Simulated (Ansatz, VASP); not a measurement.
# One calculation of Mg, two programs

```
CELL_PARAMETERS angstrom
2.92694 0.00000 0.00000
0.00000 2.92694 0.00000
0.00000 0.00000 2.92694
ATOMIC_POSITIONS crystal
Mg 0.00000 0.00000 0.00000
```

Alike in both runs: task single point; functional RPBE; k mesh 12 × 12 × 12; occupations fermi-dirac, width 0.1 eV; no spin polarisation.

|  | VASP | Ansatz |
| --- | --- | --- |
| version | VASP 6.6.1 | Ansatz 0.2.0 |
| potentials or method | VASP PAW PBE potentials, release 64 (Mg), cutoff 520 eV | plane waves (420 eV) with PAW, scalar-relativistic |
| valence electrons in the cell | 2 | 10 |

VASP gave:

| Quantity | Value |
| --- | --- |
| pressure (GPa) | 3.5 |

Task: Estimate Ansatz's values.

Result: Pressure (GPa): 3.6.

VASP's potentials were made for PBE, not for RPBE. With one functional, cell and mesh, what is left measures potentials, basis and numerics. VASP's potentials hold 2 valence electrons a cell and Ansatz's 10, so a difference there can come from the potentials and not from the codes.
